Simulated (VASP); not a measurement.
# NaI (I4/mmm) in VASP: further runs, part 2 of 2

VASP 6.6.1. The steps go on from the part before.

## Step 3: Single point, r2SCAN (in-plane strain +0.02)

The input, POSCAR:

```
NaI
1.0
    3.2980194546      3.2980194546      0.0000000000
   -3.2980194546      3.2980194546      0.0000000000
    0.0000000000      3.2980194546      3.1945521776
Na I
1 1
Direct
    0.0000000000      0.0000000000      0.0000000000
    0.5000000000      0.5000000000      0.0000000000
```

The input, INCAR.step1:

```
SYSTEM = NaI
ALGO     = Normal         ! electronic algorithm
EDIFF    = 1E-4           ! SCF threshold, eV
ENCUT    = 520            ! plane-wave cutoff, eV
GGA      = PE             ! functional
ISMEAR   = 0              ! smearing method
LASPH    = .TRUE.         ! aspherical terms in the spheres
LCHARG   = .FALSE.        ! write CHGCAR
LREAL    = .FALSE.        ! projectors in reciprocal space
LWAVE    = .TRUE.         ! write WAVECAR
NBANDS   = 14             ! bands
NELM     = 60             ! most SCF steps
PREC     = Accurate       ! precision mode
SIGMA    = 0.01           ! smearing width, eV
```

The input, INCAR.step2:

```
SYSTEM = NaI
ALGO     = Normal         ! electronic algorithm
EDIFF    = 1E-7           ! SCF threshold, eV
ENCUT    = 520            ! plane-wave cutoff, eV
ISIF     = 2              ! what is computed and relaxed
ISMEAR   = 0              ! smearing method
ISTART   = 1            
LASPH    = .TRUE.         ! aspherical terms in the spheres
LCHARG   = .TRUE.         ! write CHGCAR
LELF     = .TRUE.         ! ELF
LMIXTAU  = .TRUE.       
LREAL    = .FALSE.        ! projectors in reciprocal space
LVHAR    = .TRUE.       
LWAVE    = .FALSE.        ! write WAVECAR
METAGGA  = R2SCAN         ! meta-GGA
NBANDS   = 14             ! bands
NELM     = 60             ! most SCF steps
PREC     = Accurate       ! precision mode
SIGMA    = 0.01           ! smearing width, eV
```

The input, KPOINTS:

```
k-points
0
G
  6 6 6
  0 0 0
```

Potentials or basis: VASP PAW PBE potentials, release 64 (Na_pv, I).

Command:

```bash
$ cat potpaw_PBE.64/Na_pv/POTCAR potpaw_PBE.64/I/POTCAR > POTCAR
$ cp INCAR.step1 INCAR
$ mpirun -np 1 vasp_std > vasp.out
$ cp INCAR.step2 INCAR
$ mpirun -np 1 vasp_std > vasp.out
```

OUTCAR:

```text
SYSTEM = NaI
   EDIFF = 1E-7
   ENCUT = 520
   ISIF = 2
   ISMEAR = 0
   ISTART = 1
   LASPH = .TRUE.
   LREAL = .FALSE.
   METAGGA = R2SCAN
   NELM = 60
   PREC = Accurate

 ion  position               nearest neighbor table
   1  0.000  0.000  0.000-
   2  0.500  0.500  0.000-

  LATTYP: Found a body centered tetragonal cell.
 ALAT       =     4.6641038417
 C/A-ratio  =     1.3698460781

  Lattice vectors:

 A1 = (   3.2980194546,   0.0000000000,  -3.1945521776)
 A2 = (  -3.2980194546,   0.0000000000,  -3.1945521776)
 A3 = (   0.0000000000,   3.2980194546,   3.1945521776)
[... 584 lines left out ...]
     10       8.7123      0.00000
     11       9.4456      0.00000
     12      11.3944      0.00000
     13      12.9030      0.00000
     14      13.9311      0.00000

 [... further k-points ...]
[... 5 lines left out ...]
  --------------------------------------------------------------------------------------
  -------------------------------------------------------------------------------------
  Total       -0.3490778     -0.3490778      0.0030244      0.0000000     -0.0000000      0.0000000
  in kB       -8.0479707     -8.0479707      0.0697281      0.0000000     -0.0000000      0.0000000
  external PRESSURE =      -5.3420711 kB  Pullay stress =       0.0000000 kB

 VOLUME and BASIS-vectors are now :
 -----------------------------------------------------------------------------
  energy-cutoff  :      520.00
  volume of cell :       69.49
      direct lattice vectors                 reciprocal lattice vectors
     3.298019455  3.298019455  0.000000000     0.151606140  0.151606140 -0.156516461
    -3.298019455  3.298019455  0.000000000    -0.151606140  0.151606140 -0.156516461
     0.000000000  3.298019455  3.194552178     0.000000000  0.000000000  0.313032921

 POSITION                                       TOTAL-FORCE (eV/Angst)
 -----------------------------------------------------------------------------------
      0.00000      0.00000      0.00000         0.000000      0.000000      0.000000
      0.00000      3.29802      0.00000        -0.000000     -0.000000      0.000000
 -----------------------------------------------------------------------------------
    total drift:                               -0.000000      0.000000     -0.000000

  FREE ENERGIE OF THE ION-ELECTRON SYSTEM (eV)
  ---------------------------------------------------
  free  energy   TOTEN  =       -31.0777537243 eV

  energy  without entropy=      -31.0777537243  energy(sigma->0) =      -31.07775372
```

OUTCAR.step1:

```text
SYSTEM = NaI
   EDIFF = 1E-4
   ENCUT = 520
   GGA = PE
   ISMEAR = 0
   LASPH = .TRUE.
   LREAL = .FALSE.
[... 629 lines left out ...]
      0.00000      0.00000      0.00000         0.000000      0.000000      0.000000
      0.00000      3.29802      0.00000        -0.000000     -0.000000      0.000000
 -----------------------------------------------------------------------------------
    total drift:                               -0.000000      0.000000     -0.000000

  FREE ENERGIE OF THE ION-ELECTRON SYSTEM (eV)
  ---------------------------------------------------
  free  energy   TOTEN  =        -5.3840595640 eV

  energy  without entropy=       -5.3840595640  energy(sigma->0) =       -5.38405956
```

OSZICAR.step1:

```text
N       E                     dE             d eps       ncg     rms          rms(c)
DAV:   1     0.782011334023E+02    0.78201E+02   -0.66197E+03   856   0.891E+02
DAV:   2     0.854981378707E+00   -0.77346E+02   -0.71993E+02   882   0.206E+02
DAV:   3    -0.530531585544E+01   -0.61603E+01   -0.61206E+01  1080   0.580E+01
DAV:   4    -0.545324259843E+01   -0.14793E+00   -0.14788E+00  1104   0.935E+00
DAV:   5    -0.545574467700E+01   -0.25021E-02   -0.25020E-02  1144   0.114E+00    0.160E+00
DAV:   6    -0.539107364983E+01    0.64671E-01   -0.74887E-02  1038   0.157E+00    0.109E+00
DAV:   7    -0.538187931821E+01    0.91943E-02   -0.67286E-02  1038   0.131E+00    0.616E-01
DAV:   8    -0.538410117394E+01   -0.22219E-02   -0.56562E-03   948   0.588E-01    0.182E-01
DAV:   9    -0.538405956399E+01    0.41610E-04   -0.21166E-04  1092   0.124E-01
   1 F= -.53840596E+01 E0= -.53840596E+01  d E =-.148567E-21
```

Run time: 1.8 min. Hardware: 1 thread of Intel Xeon Platinum 8375C at 2.90GHz (Ice Lake), shared host; peak memory 0.22 GiB.

Results:

```yaml
Free_energy: -31.0778 eV
Pressure: -0.5 GPa
Band_gap_on_the_k_mesh: 4.35 eV, direct
```

Stress tensor (GPa, compression positive):
```
-0.80  0.00  0.00
 0.00 -0.80  0.00
 0.00  0.00  0.01
```

Caveat: the cell differs from its parent crystal (in-plane strain +0.02); the PAW data sets were made with another functional, which shifts forces and pressure a little; spin-orbit coupling is left out, which moves the levels of the heavy elements.
